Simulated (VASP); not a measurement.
# GaN (F-43m) in VASP: elastic constants with PBEsol

Aim: the elastic constants of GaN with PBEsol.

Everything below comes from runs of VASP 6.6.1. Logs are shortened: lines on timing, memory, paths and dates and some standing lists are left out, and cuts for length are marked.

## (1) The cell of the first run

It takes space group F-43m (No. 216, cubic). Conventional cell: a = 4.498 Å, b = 4.498 Å, c = 4.498 Å, α = 90.00°, β = 90.00°, γ = 90.00°. Within 2.6 Å of Ga (site symmetry -43m) lie 4 N at 1.95 Å. N (site symmetry -43m) has 4 Ga at 1.95 Å within 2.6 Å.

## (2) Elastic constants, PBEsol

The input, INCAR:

```
SYSTEM = GaN
  PREC = Accurate
  ENCUT = 600
  EDIFF = 1E-8
  ISMEAR = 0
  SIGMA = 0.01
  LREAL = .FALSE.
  LASPH = .TRUE.
  NELM = 100
  ALGO = Normal
  ISIF = 3
  LWAVE = .FALSE.
  LCHARG = .FALSE.
  GGA = PS
  IBRION = 6
  NFREE = 2
  POTIM = 0.015
  NSW = 1
```

The input, KPOINTS:

```
Automatic mesh
0
G
  10 10 10
  0 0 0
```

The input, POSCAR:

```
GaN
1.0
    2.2491372718      2.2491372718      0.0000000000
   -2.2491372718      2.2491372718      0.0000000000
    0.0000000000      2.2491372718      2.2491372718
Ga N
1 1
Direct
    0.0000000000      0.0000000000      0.0000000000
    0.2500000000      0.7500000000      0.5000000000
```

Potentials or basis: VASP PAW PBE potentials, release 64 (Ga_d, N).

Run with:

```
cat potpaw_PBE.64/Ga_d/POTCAR potpaw_PBE.64/N/POTCAR > POTCAR
mpirun -np 1 vasp_std > vasp.out
```

OUTCAR:

```text
SYSTEM = GaN
   PREC = Accurate
   ENCUT = 600
   EDIFF = 1E-8
   ISMEAR = 0
   LREAL = .FALSE.
   LASPH = .TRUE.
   NELM = 100
   ISIF = 3
   GGA = PS
   IBRION = 6
   NFREE = 2
   POTIM = 0.015
   NSW = 1

 ion  position               nearest neighbor table
   1  0.000  0.000  0.000-   2 1.95   2 1.95   2 1.95   2 1.95
   2  0.250  0.750  0.500-   1 1.95   1 1.95   1 1.95   1 1.95

  LATTYP: Found a face centered cubic cell.
 ALAT       =     4.4982745436

  Lattice vectors:

 A1 = (   0.0000000000,   2.2491372718,   2.2491372718)
 A2 = (   2.2491372718,   0.0000000000,   2.2491372718)
 A3 = (   2.2491372718,   2.2491372718,   0.0000000000)

Analysis of symmetry for initial positions (statically):
=====================================================================
 Subroutine PRICEL returns:
 Original cell was already a primitive cell.

 Routine SETGRP: Setting up the symmetry group for a
 face centered cubic supercell.

 Subroutine GETGRP returns: Found 24 space group operations
 (whereof 24 operations were pure point group operations)
 out of a pool of 48 trial point group operations.

The static configuration has the point symmetry T_d .

Analysis of symmetry for dynamics (positions and initial velocities):
=====================================================================
 Subroutine PRICEL returns:
 Original cell was already a primitive cell.

 Routine SETGRP: Setting up the symmetry group for a
 face centered cubic supercell.

 Subroutine GETGRP returns: Found 24 space group operations
 (whereof 24 operations were pure point group operations)
 out of a pool of 48 trial point group operations.

The dynamic configuration has the point symmetry T_d .

 Subroutine INISYM returns: Found 24 space group operations
 (whereof 24 operations are pure point group operations),
 and found     1 'primitive' translations

----------------------------------------------------------------------------------------

                                     Primitive cell

  volume of cell :      22.7551

  direct lattice vectors                    reciprocal lattice vectors
     2.249137272  2.249137272  0.000000000     0.222307463  0.222307463 -0.222307463
    -2.249137272  2.249137272  0.000000000    -0.222307463  0.222307463 -0.222307463
     0.000000000  2.249137272  2.249137272     0.000000000  0.000000000  0.444614925

  length of vectors
     3.180760433  3.180760433  3.180760433     0.385047820  0.385047820  0.444614925

  position of ions in fractional coordinates (direct lattice)
     0.000000000  0.000000000  0.000000000
     0.250000000  0.750000000  0.500000000

  ion indices of the primitive-cell ions
   primitive index   ion index
                 1           1
                 2           2

----------------------------------------------------------------------------------------

 KPOINTS: Automatic mesh

Automatic generation of k-mesh.
 Grid dimensions read from file:
 generate k-points for:   10   10   10

 Generating k-lattice:

  Cartesian coordinates                     Fractional coordinates (reciprocal lattice)
     0.022230746  0.022230746 -0.022230746     0.100000000  0.000000000  0.000000000
    -0.022230746  0.022230746 -0.022230746     0.000000000  0.100000000  0.000000000
[... 109 lines left out ...]

------------------------ aborting loop because EDIFF is reached ----------------------------------------

  FORCE on cell =-STRESS in cart. coord.  units (eV):
  Direction    XX          YY          ZZ          XY          YZ          ZX
  --------------------------------------------------------------------------------------
  -------------------------------------------------------------------------------------
  Total       -0.0570550     -0.0570550     -0.0570550     -0.0000000     -0.0000000     -0.0000000
  in kB       -4.0172293     -4.0172293     -4.0172293     -0.0000000     -0.0000000     -0.0000000
  external PRESSURE =      -4.0172293 kB  Pullay stress =       0.0000000 kB
[... 89 lines left out ...]
  FREE ENERGIE OF THE ION-ELECTRON SYSTEM (eV)
  ---------------------------------------------------
  free  energy   TOTEN  =       -13.1207859241 eV

  energy  without entropy=      -13.1207859241  energy(sigma->0) =      -13.12078592

[... ionic steps 4 to 14 ...]

--------------------------------------- Ionic step       15  -------------------------------------------

 number of electron      18.0000002 magnetization

------------------------ aborting loop because EDIFF is reached ----------------------------------------
[... 67 lines left out ...]
--------------------------------------- Ionic step       17  -------------------------------------------

 number of electron      18.0000004 magnetization

 Free energy of the ion-electron system (eV)
  ---------------------------------------------------
  ext. energy  EPLUGINS =         0.00000000
  ---------------------------------------------------
  free energy    TOTEN  =       -13.12288464 eV

  energy without entropy =      -13.12288464  energy(sigma->0) =      -13.12288464

 E-fermi :   5.3020     XC(G=0): -11.9333

 val. band max:        5.2418671591   @ k =   0.0000   0.0000   0.0000
 cond. band min:       6.9330676998   @ k =   0.0000   0.0000   0.0000
 fundamental gap:      1.6912005407
 Fermi energy:         5.3019904292

 k-point     1 :       0.0000    0.0000    0.0000
  band No.  band energies     occupation
      1     -10.7708      2.00000
      2      -8.2015      2.00000
      3      -8.1957      2.00000
      4      -8.1912      2.00000
      5      -7.8653      2.00000
      6      -7.8651      2.00000
      7       5.1821      2.00000
      8       5.2134      2.00000
      9       5.2419      2.00000
     10       6.9331      0.00000
     11      15.4293      0.00000
     12      15.4519      0.00000
     13      15.4770      0.00000
[... 354 lines left out ...]
  band No.  band energies     occupation
      1      -9.6611      2.00000
      2      -8.0807      2.00000
      3      -7.9680      2.00000
      4      -7.9219      2.00000
      5      -7.8319      2.00000
      6      -6.1071      2.00000
      7      -0.8455      2.00000
      8       1.1014      2.00000
      9       3.2223      2.00000
     10      10.5831      0.00000
     11      13.0512      0.00000
     12      15.7376      0.00000
     13      17.5942      0.00000

 [... further k-points ...]
[... 5 lines left out ...]
  --------------------------------------------------------------------------------------
  -------------------------------------------------------------------------------------
  Total       -0.0569399     -0.0526620     -0.0526620      0.0000000      0.1226816      0.0000000
  in kB       -4.0091253     -3.7079154     -3.7079154      0.0000000      8.6379759      0.0000000
  external PRESSURE =      -3.8083187 kB  Pullay stress =       0.0000000 kB
[... 17 lines left out ...]
  FREE ENERGIE OF THE ION-ELECTRON SYSTEM (eV)
  ---------------------------------------------------
  free  energy   TOTEN  =       -13.1228846420 eV

  energy  without entropy=      -13.1228846420  energy(sigma->0) =      -13.12288464

 INTERNAL STRAIN TENSORS FROM STRAINED CELLS
 ============================================

 INTERNAL STRAIN TENSOR FOR ION    1 for displacements in x,y,z  (eV/Angst):
          X           Y           Z          XY          YZ          ZX
  --------------------------------------------------------------------------------
  x     0.00000     0.00000     0.00000     0.00000     8.19002    -0.00000
  y    -0.00000    -0.00000    -0.00000    -0.00000     0.00000     8.18996
  z     0.00000     0.00000     0.00000     8.18800     0.00000     0.00000

 INTERNAL STRAIN TENSORS FROM DISPLACED ATOMS
 ============================================

 INTERNAL STRAIN TENSOR FOR ION    1 for displacements in x,y,z  (eV/Angst):
          X           Y           Z          XY          YZ          ZX
  --------------------------------------------------------------------------------
  x    -0.00000     0.00000     0.00000    -0.00000     8.18001     0.00000
  y     0.00000     0.00000     0.00000     0.00000    -0.00000     8.18001
  z     0.00000     0.00000    -0.00000     8.18001     0.00000     0.00000

 INTERNAL STRAIN TENSOR FOR ION    2 for displacements in x,y,z  (eV/Angst):
          X           Y           Z          XY          YZ          ZX
  --------------------------------------------------------------------------------
  x     0.00000     0.00000     0.00000    -0.00000    -8.18783    -0.00000
  y     0.00000     0.00000     0.00000    -0.00000    -0.00000    -8.18783
  z     0.00000     0.00000     0.00000    -8.18783    -0.00000     0.00000

 Eigenvectors and eigenvalues of the dynamical matrix
 ----------------------------------------------------

   1 f  =   15.976047 THz   100.380461 2PiTHz  532.903551 cm-1    66.071590 meV
             X         Y         Z           dx          dy          dz
      0.000000  0.000000  0.000000    -0.409107   -0.000000   -0.000000
     -1.124569  3.373706  1.124569     0.912486    0.000000   -0.000000
[... 21 lines left out ...]
   6 f/i=    0.003008 THz     0.018899 2PiTHz    0.100332 cm-1     0.012440 meV
             X         Y         Z           dx          dy          dz
      0.000000  0.000000  0.000000    -0.056312   -0.422149    0.807001
     -1.124569  3.373706  1.124569    -0.025247   -0.189267    0.361813

--------------------------------------------------------------------------------------------------------

 ELASTIC MODULI CONTR FROM IONIC RELAXATION (kBar)
 Direction    XX          YY          ZZ          XY          YZ          ZX
 --------------------------------------------------------------------------------
 XX          -0.0000      0.0000     -0.0000      0.0000      0.0000      0.0000
 YY           0.0000     -0.0000     -0.0000      0.0000     -0.0000     -0.0000
 ZZ          -0.0000     -0.0000     -0.0000      0.0000      0.0000     -0.0000
 XY           0.0000      0.0000      0.0000   -387.1572     -0.0000      0.0000
 YZ           0.0000     -0.0000      0.0000     -0.0000   -387.1572     -0.0000
 ZX           0.0000     -0.0000     -0.0000      0.0000     -0.0000   -387.1572
 --------------------------------------------------------------------------------

 TOTAL ELASTIC MODULI (kBar)
 Direction    XX          YY          ZZ          XY          YZ          ZX
 --------------------------------------------------------------------------------
 XX        2686.4305   1452.0622   1452.0622     -0.0000     -0.0000      0.0000
 YY        1452.0622   2686.4305   1452.0622      0.0000      0.0000     -0.0000
 ZZ        1452.0622   1452.0622   2686.4305     -0.0000     -0.0000     -0.0000
 XY          -0.0000      0.0000     -0.0000   1527.2382     -0.0000      0.0000
 YZ          -0.0000      0.0000     -0.0000     -0.0000   1527.2382     -0.0000
 ZX           0.0000     -0.0000     -0.0000      0.0000     -0.0000   1527.2382
 --------------------------------------------------------------------------------
```

Run time: 6.2 min. Hardware: 1 thread of Intel Xeon 6975P-C (Granite Rapids), shared host; peak memory 0.33 GiB.

Results:

- Elastic constants C11, C12, C44: 269, 145, 153 GPa
- Voigt bulk modulus: 186 GPa
- Highest phonon frequency at Γ, LO-TO splitting left out: 533 cm⁻¹

Phonon frequencies in cm⁻¹ (negative: imaginary):
| q point | frequencies |
| --- | --- |
| (0.000, 0.000, 0.000) | 0 0 0 533 533 533 |

Elastic tensor in Voigt notation (GPa, in the Cartesian axes of the cell as first typed):
```
269 145 145   0   0   0
145 269 145   0   0   0
145 145 269   0   0   0
  0   0   0 153   0   0
  0   0   0   0 153   0
  0   0   0   0   0 153
```

Clamped-ion elastic tensor (GPa):
```
269 145 145   0   0   0
145 269 145   0   0   0
145 145 269   0   0   0
  0   0   0 191   0   0
  0   0   0   0 191   0
  0   0   0   0   0 191
```

Caveat: the PAW data sets were made with another functional, which shifts forces and pressure a little.
